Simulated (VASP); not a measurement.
Write the native input for VASP 6.6.1 that does the following.

```yaml
Task: single point
Functional: LDA
Potentials_or_basis: VASP PAW LDA potentials, release 64 (Co_sv)
Cutoff: 690 eV
k_mesh: 9 × 9 × 13
Occupations: fermi-dirac, width 0.05 eV
Spin: collinear spin, ferromagnetic start
Starting_moments: "[1.7, 1.7, 1.7] μB"
Dipole_correction: no
Further_INCAR_settings: ALGO = Normal; EDIFF = 1e-06; NBANDS = 36
```

The structure of Co lies in POSCAR:

```
Co
1.0
    3.8556030654      0.0000000000      0.0000000000
   -1.9278015327      3.3390502015      0.0000000000
    0.0000000000      0.0000000000      2.3767076119
Co
3
Direct
    0.0000000000      0.0000000000      0.0000000000
    0.3333333333      0.6666666667      0.5000000000
    0.6666666667      0.3333333333      0.5000000000
```

This isn't the form of Co at room conditions, which is hcp.

The input as run:

INCAR

```
  ALGO = Normal
  EDIFF = 1E-6
  ENCUT = 690
  GGA_COMPAT = False
  ISIF = 2
  ISMEAR = -1
  ISPIN = 2
  LASPH = True
  LCHARG = False
  LMAXMIX = 4
  LORBIT = 11
  LREAL = False
  LWAVE = False
  MAGMOM = 1.7 1.7 1.7
  NBANDS = 36
  NELM = 200
  PREC = Accurate
  SIGMA = 0.05
```

KPOINTS

```
k-points
0
Gamma
  9 9 13
```

Potentials or basis: VASP PAW LDA potentials, release 64 (Co_sv).

The run is started by

```sh
$ cat potpaw_LDA.64/Co_sv/POTCAR > POTCAR
$ mpirun -np 1 vasp_std > vasp.out
```

It gave:

```
Pressure                                              : -1.7 GPa
Net moment                                            : 4.64 μB per cell
Site moments                                          : Co +1.56, +1.57 (each value once) μB
Valence electrons inside the program's atomic spheres : Co 15.10, 15.15 (each value once)
```

Run time: 3.4 min on 1 thread of Intel(R) Xeon(R) Platinum 8375C CPU @ 2.90GHz (Ice Lake) (shared host), peak memory 0.29 GiB.
